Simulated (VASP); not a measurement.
# SnO in VASP: single point with PBE+D3(BJ)

Aim: the single point of SnO with PBE+D3(BJ).

All numbers are computed with VASP 6.6.1; they aren't measurements. Logs are shortened: lines on timing, memory, paths and dates and some standing lists are left out, and cuts for length are marked.

## (1) The cell of the first run

The cell holds a slab with vacuum, 8 atoms: a = 3.820 Å, b = 3.820 Å, c = 22.226 Å, α = 90.00°, β = 90.00°, γ = 90.00°.

## (2) Single point, PBE+D3(BJ)

Input file INCAR:

```
PREC = Accurate
ENCUT = 520
EDIFF = 1E-6
ISMEAR = 0
SIGMA = 0.05
LREAL = F
LASPH = T
NELM = 100
ALGO = Normal
ISIF = 2
LWAVE = F
LCHARG = T
LDIPOL = T
IDIPOL = 3
DIPOL = 0.5 0.5 0.399
GGA = PE
IVDW = 12
LELF = T
LVHAR = T
LVACPOTAV = T
NBANDS = 50
```

Input file KPOINTS:

```
regular mesh
0
Gamma
  7 7 1
```

Input file POSCAR:

```
SnO
1.0
    3.8201528477      0.0002954339      0.0000000000
   -0.0003145169      3.8201528461      0.0000000000
    0.0000000000      0.0000000000     22.2260749922
Sn O
4 4
Direct
    0.9999452930      0.9999452930      0.2024648977
    0.4999452930      0.4999452930      0.3087831522
    0.4999452930      0.9999452930      0.4887519501
   -0.0000547070      0.4999452930      0.5950702046
    0.9999461076      0.4999461076      0.2556240249
    0.4999461076      0.9999461076      0.2556240249
    0.4999461076      0.4999461076      0.5419110773
   -0.0000538924      0.9999461076      0.5419110773
```

Potentials or basis: VASP PAW PBE potentials, release 64 (Sn_d, O).

On the command line:

```
cat potpaw_PBE.64/Sn_d/POTCAR potpaw_PBE.64/O/POTCAR > POTCAR
mpirun -np 1 vasp_std > vasp.out
```

OUTCAR:

```text
PREC = Accurate
   ENCUT = 520
   EDIFF = 1E-6
   ISMEAR = 0
   LREAL = F
   LASPH = T
   NELM = 100
   ISIF = 2
   GGA = PE
   IVDW = 12
 IVDW          = 12

 ion  position               nearest neighbor table
   1  1.000  1.000  0.202-   5 2.25   6 2.25   5 2.25   6 2.25   2 3.59   2 3.59   2 3.59   2 3.59

   2  0.500  0.500  0.309-   6 2.25   5 2.25   6 2.25   5 2.25   1 3.59   1 3.59   1 3.59   1 3.59

   3  0.500  1.000  0.489-   7 2.25   8 2.25   7 2.25   8 2.25   4 3.59   4 3.59   4 3.59   4 3.59

   4  1.000  0.500  0.595-   8 2.25   7 2.25   8 2.25   7 2.25   3 3.59   3 3.59   3 3.59   3 3.59

   5  1.000  0.500  0.256-   1 2.25   2 2.25   1 2.25   2 2.25
   6  0.500  1.000  0.256-   1 2.25   2 2.25   1 2.25   2 2.25
   7  0.500  0.500  0.542-   3 2.25   4 2.25   3 2.25   4 2.25
   8  1.000  1.000  0.542-   3 2.25   4 2.25   3 2.25   4 2.25

  LATTYP: Found a simple tetragonal cell.
 ALAT       =     3.8201528591
 C/A-ratio  =     5.8181114243

  Lattice vectors:

 A1 = (   3.8201528477,   0.0002954339,   0.0000000000)
 A2 = (  -0.0003145169,   3.8201528461,   0.0000000000)
 A3 = (   0.0000000000,   0.0000000000,  22.2260749922)

Analysis of symmetry for initial positions (statically):
=====================================================================
 Subroutine PRICEL returns:
 Original cell was already a primitive cell.

 Routine SETGRP: Setting up the symmetry group for a
 simple tetragonal supercell.

 Subroutine GETGRP returns: Found  8 space group operations
 (whereof  1 operations were pure point group operations)
 out of a pool of 16 trial point group operations.

The static configuration has the point symmetry C_1 .
 The point group associated with its full space group is D_2h.

Analysis of symmetry for dynamics (positions and initial velocities):
=====================================================================
 Subroutine PRICEL returns:
 Original cell was already a primitive cell.

 Routine SETGRP: Setting up the symmetry group for a
 simple tetragonal supercell.

 Subroutine GETGRP returns: Found  8 space group operations
 (whereof  1 operations were pure point group operations)
 out of a pool of 16 trial point group operations.

The dynamic configuration has the point symmetry C_1 .
 The point group associated with its full space group is D_2h.

 Subroutine INISYM returns: Found  8 space group operations
 (whereof  1 operations are pure point group operations),
 and found     1 'primitive' translations

----------------------------------------------------------------------------------------

                                     Primitive cell

  volume of cell :     324.3577

  direct lattice vectors                    reciprocal lattice vectors
     3.820152848  0.000295434  0.000000000     0.261769629  0.000021552  0.000000000
    -0.000314517  3.820152846  0.000000000    -0.000020244  0.261769629  0.000000000
     0.000000000  0.000000000 22.226074992     0.000000000  0.000000000  0.044992199

  length of vectors
     3.820152859  3.820152859 22.226074992     0.261769630  0.261769630  0.044992199

  position of ions in fractional coordinates (direct lattice)
     0.999945293  0.999945293  0.202464898
     0.499945293  0.499945293  0.308783152
     0.499945293  0.999945293  0.488751950
     0.999945293  0.499945293  0.595070205
     0.999946108  0.499946108  0.255624025
     0.499946108  0.999946108  0.255624025
     0.499946108  0.499946108  0.541911077
     0.999946108  0.999946108  0.541911077

  ion indices of the primitive-cell ions
   primitive index   ion index
                 1           1
                 2           2
                 3           3
                 4           4
                 5           5
                 6           6
                 7           7
                 8           8

----------------------------------------------------------------------------------------

 KPOINTS: regular mesh

Automatic generation of k-mesh.
 Grid dimensions read from file:
 generate k-points for:    7    7    1

 Generating k-lattice:

  Cartesian coordinates                     Fractional coordinates (reciprocal lattice)
     0.037395661  0.000003079  0.000000000     0.142857143  0.000000000  0.000000000
    -0.000002892  0.037395661  0.000000000     0.000000000  0.142857143  0.000000000
     0.000000000  0.000000000  0.044992199     0.000000000  0.000000000  1.000000000

  Length of vectors
     0.037395661  0.037395661  0.044992199

  Shift w.r.t. Gamma in fractional coordinates (k-lattice)
     0.000000000  0.000000000  0.000000000

 Subroutine IBZKPT returns following result:
 ===========================================

 Found     16 irreducible k-points:

 Following reciprocal coordinates:
            Coordinates               Weight
  0.000000  0.000000  0.000000      1.000000
  0.142857  0.000000  0.000000      2.000000
  0.000000  0.142857  0.000000      2.000000
  0.285714 -0.000000  0.000000      2.000000
  0.000000  0.285714  0.000000      2.000000
  0.428571 -0.000000  0.000000      2.000000
[... 8 lines left out ...]
 -0.285714  0.428571  0.000000      4.000000
  0.428571  0.428571  0.000000      4.000000
   k-points           NKPTS =     16   k-points in BZ     NKDIM =     16   number of bands    NBANDS=     50
   number of dos      NEDOS =    301   number of ions     NIONS =      8
   total plane-waves  NPLWV = 131712
   dimension x,y,z NGX =    28 NGY =   28 NGZ =  168
   dimension x,y,z NGXF=    56 NGYF=   56 NGZF=  336
   ions per type =               4   4
   NGX,Y,Z   is equivalent  to a cutoff of  12.19, 12.19, 12.57 a.u.
   NGXF,Y,Z  is equivalent  to a cutoff of  24.37, 24.37, 25.13 a.u.
 SYSTEM =  unknown system
   PREC   = accura    normal or accurate (medium, high low for compatibility)
   ISTART =      0    job   : 0-new  1-cont  2-samecut
   ICHARG =      2    charge: 1-file 2-atom 10-const
   ISPIN  =      1    spin polarized calculation?
   LNONCOLLINEAR =      F non collinear calculations
   LSORBIT =      F    spin-orbit coupling
   LASPH  =      T    aspherical Exc in radial PAW
   ENCUT  =  520.0 eV  38.22 Ry    6.18 a.u.   7.10  7.10 41.33*2*pi/ulx,y,z
   NELM   =    100;   NELMIN=  2; NELMDL= -5     # of ELM steps
   EDIFF  = 0.1E-05   stopping-criterion for ELM
   LREAL  =      F    real-space projection
   EDIFFG = 0.1E-04   stopping-criterion for IOM
   NSW    =      0    number of steps for IOM
   IBRION =     -1    ionic relax: 0-MD 1-quasi-New 2-CG
   NFREE  =      0    steps in history (QN), initial steepest desc. (CG)
   ISIF   =      2    stress and relaxation
   ISYM   =      2    0-nonsym 1-usesym 2-fastsym
   POTIM  = 0.5000    time-step for ionic-motion
   TEBEG  =    0.0;   TEEND  =   0.0 temperature during run
   PSTRESS=    0.0 pullay stress
   NELECT =      80.0000    total number of electrons
   NUPDOWN=      -1.0000    fix difference up-down
   EMIN   =  10.00;   EMAX   =-10.00  energy-range for DOS
   EFERMI =   0.00;   METHOD = LEGACY
   ISMEAR =     0;   SIGMA  =   0.05  broadening in eV -4-tet -1-fermi 0-gaus
   EFERMI_NEDOS =   21; number of points for ismear=-14 and -15
   IALGO  =     38    algorithm
   IMIX   =      4    mixing-type and parameters
     AMIX     =   0.40;   BMIX     =  1.00
     AMIX_MAG =   1.60;   BMIX_MAG =  1.00
  volume/ion in A,a.u.               =      40.54       273.61
  Fermi-wavevector in a.u.,A,eV,Ry     =   1.026668  1.940121 14.341186  1.054047
  Thomas-Fermi vector in A             =   2.160573
   LORBIT       =      0    0 simple, 1 ext, 2 COOP (PROOUT), +10 PAW based schemes
   GGA     = PE    functional components
   LHFCALC =     F    Hartree Fock is set to
   AEXX    =    0.0000 exact exchange contribution
   IVDW    =    12    specifies the selected vdW correction
   LEPSILON=     F    determine dielectric tensor
   LRPA    =     F    only Hartree local field effects (RPA)
 non-spin polarized calculation
 Gauss-broadening in eV      SIGMA  =   0.05
  energy-cutoff  :      520.00
  volume of cell :      324.36
 maximum number of plane-waves:      8769
   NGX = 15   NGY = 15   NGZ = 83

 dipolmoment           0.000000      0.000000     -0.000001 electrons x Angstroem

 number of electron      79.9999970 magnetization

 dipolmoment           0.000000      0.000000      0.000000 electrons x Angstroem

 Free energy of the ion-electron system (eV)
  ---------------------------------------------------
  ext. energy  EPLUGINS =         0.00000000
  ---------------------------------------------------
  free energy    TOTEN  =       -45.16912547 eV

  energy without entropy =      -45.16912547  energy(sigma->0) =      -45.16912547

 E-fermi :   0.0725     XC(G=0):  -5.2971

 val. band max:       -0.1487407945   @ k =   0.1429   0.0000   0.0000
 cond. band min:       2.1720280275   @ k =   0.4286  -0.0000   0.0000
 fundamental gap:      2.3207688221
 Fermi energy:         0.0724816890

 k-point     1 :       0.0000    0.0000    0.0000
  band No.  band energies     occupation
      1     -21.0539      2.00000
      2     -21.0539      2.00000
      3     -20.6934      2.00000
      4     -20.6933      2.00000
      5     -20.6561      2.00000
      6     -20.6557      2.00000
[... 42 lines left out ...]
     49       5.2510      0.00000
     50       5.2604      0.00000

 k-point     2 :       0.1429    0.0000    0.0000
  band No.  band energies     occupation
      1     -21.0450      2.00000
      2     -21.0449      2.00000
      3     -20.6940      2.00000
      4     -20.6939      2.00000
      5     -20.6575      2.00000
      6     -20.6564      2.00000
[... 42 lines left out ...]
     49       5.4374      0.00000
     50       5.4671      0.00000

 k-point     3 :       0.0000    0.1429    0.0000
  band No.  band energies     occupation
      1     -21.0450      2.00000
      2     -21.0449      2.00000
      3     -20.6941      2.00000
      4     -20.6939      2.00000
      5     -20.6578      2.00000
      6     -20.6574      2.00000
[... 42 lines left out ...]
     49       5.4252      0.00000
     50       5.4516      0.00000

 k-point     4 :       0.2857   -0.0000    0.0000
  band No.  band energies     occupation
      1     -21.0200      2.00000
      2     -21.0199      2.00000
      3     -20.7906      2.00000
      4     -20.7903      2.00000
      5     -20.6618      2.00000
      6     -20.6610      2.00000
[... 575 lines left out ...]
 k-point    15 :      -0.2857    0.4286    0.0000
  band No.  band energies     occupation
      1     -20.9890      2.00000
      2     -20.9888      2.00000
      3     -20.9468      2.00000
      4     -20.9467      2.00000
      5     -20.6586      2.00000
      6     -20.6585      2.00000
[... 42 lines left out ...]
     49       5.8708      0.00000
     50       6.1430      0.00000

 k-point    16 :       0.4286    0.4286    0.0000
  band No.  band energies     occupation
      1     -20.9947      2.00000
      2     -20.9946      2.00000
      3     -20.9807      2.00000
      4     -20.9807      2.00000
      5     -20.6606      2.00000
      6     -20.6605      2.00000
[... 42 lines left out ...]
     49       6.3697      0.00000
     50       6.3852      0.00000

------------------------ aborting loop because EDIFF is reached ----------------------------------------

 Edisp (eV)   -1.25536

 E8    (eV) :    -0.5552

  FORCE on cell =-STRESS in cart. coord.  units (eV):
  Direction    XX          YY          ZZ          XY          YZ          ZX
  --------------------------------------------------------------------------------------
  -------------------------------------------------------------------------------------
  Total       0.18936     0.31480    -0.07667    -0.00001     0.00000     0.00000
  in kB       0.93534     1.55497    -0.37871    -0.00006     0.00000     0.00000
  external pressure =        0.70 kB  Pullay stress =        0.00 kB

 VOLUME and BASIS-vectors are now :
 -----------------------------------------------------------------------------
  energy-cutoff  :      520.00
  volume of cell :      324.36
      direct lattice vectors                 reciprocal lattice vectors
     3.820152848  0.000295434  0.000000000     0.261769629  0.000021552  0.000000000
    -0.000314517  3.820152846  0.000000000    -0.000020244  0.261769629  0.000000000
     0.000000000  0.000000000 22.226074992     0.000000000  0.000000000  0.044992199

 POSITION                                       TOTAL-FORCE (eV/Angst)
 -----------------------------------------------------------------------------------
      3.81963      3.82024      4.50000         0.000000      0.000000     -0.078921
      1.90971      1.91002      6.86304         0.000000     -0.000000      0.122994
      1.90955      3.82009     10.86304         0.000000     -0.000000     -0.122994
      3.81979      1.91016     13.22607         0.000000     -0.000000      0.078921
      3.81979      1.91017      5.68152         0.000000     -0.000000      0.010260
      1.90956      3.82009      5.68152        -0.000000     -0.000000      0.008488
      1.90971      1.91002     12.04456        -0.000000     -0.000000     -0.008488
      3.81963      3.82024     12.04456        -0.000000     -0.000000     -0.010260
 -----------------------------------------------------------------------------------
    total drift:                               -0.013937     -0.013940      0.000011

  FREE ENERGIE OF THE ION-ELECTRON SYSTEM (eV)
  ---------------------------------------------------
  free  energy   TOTEN  =       -46.4244902006 eV

  energy  without entropy=      -46.4244902006  energy(sigma->0) =      -46.42449020

 vacuum level on the upper side and lower side of the slab         4.930         4.930
```

Run time: 6.7 min. Hardware: 1 thread of Intel Xeon Platinum 8488C (Sapphire Rapids), shared host; peak memory 0.45 GiB.

What came out:

```
Free energy                : -46.4245 eV
Largest force              : 0.123 eV/Å
Band gap on the k mesh     : 2.32 eV, indirect (least direct gap 2.53 eV)
Dispersion energy per atom : -0.157 eV
```

Forces in eV/Å, atoms in the order of the input:
```
Sn   0.000  0.000 -0.079
Sn   0.000  0.000  0.123
Sn   0.000  0.000 -0.123
Sn   0.000  0.000  0.079
O    0.000  0.000  0.010
O    0.000  0.000  0.008
O    0.000  0.000 -0.008
O    0.000  0.000 -0.010
```

Levels at points of the mesh, in eV from the valence-band top:
```csv
k point,band 36,band 37,band 38,band 39,band 40,band 41,band 42,band 43,band 44,band 45
"(0.00, 0.00, 0.00)",-2.00,-2.00,-2.00,-0.69,-0.03,2.49,2.81,2.82,3.87,4.83
```

Caveat: spin-orbit coupling is left out, which moves the levels of the heavy elements.
